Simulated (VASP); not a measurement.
Set up this calculation in VASP 6.6.1, as the native input.

```yaml
Task: single point
Functional: PBE
Potentials_or_basis: VASP PAW PBE potentials, release 64 (Tc_pv)
Cutoff: 500 eV
k_mesh: 10 × 10 × 10
Occupations: gaussian, width 0.05 eV
Spin: no spin polarisation
Dipole_correction: no
Further_INCAR_settings: ALGO = Normal; EDIFF = 1e-06; NBANDS = 12
```

The structure of Tc lies in POSCAR:

```
Tc
1.0
   -1.5519859231      1.5519859231      1.5519859231
    1.5519859231     -1.5519859231      1.5519859231
    1.5519859231      1.5519859231     -1.5519859231
Tc
1
Direct
    0.0000000000      0.0000000000      0.0000000000
```

One way to write it, as run:

INCAR

```
SYSTEM = Tc
PREC = Accurate
ENCUT = 500
EDIFF = 1E-6
ISMEAR = 0
SIGMA = 0.05
LREAL = .False.
LASPH = .True.
NELM = 120
ALGO = Normal
ISIF = 2
LWAVE = .False.
LCHARG = .True.
GGA = PE
LELF = .True.
LVHAR = .True.
NBANDS = 12
GGA_COMPAT = .False.
```

KPOINTS

```
regular mesh
0
Gamma
  10 10 10
  0 0 0
```

Potentials or basis: VASP PAW PBE potentials, release 64 (Tc_pv).

Launch:

```console
$ cat potpaw_PBE.64/Tc_pv/POTCAR > POTCAR
$ mpirun -np 1 vasp_std > vasp.out
```

Results of the run:

```
Pressure : -7.1 GPa
```

Wall time 12 s on 1 thread of Intel Xeon 8259CL, on a shared host, peak memory 0.13 GiB.
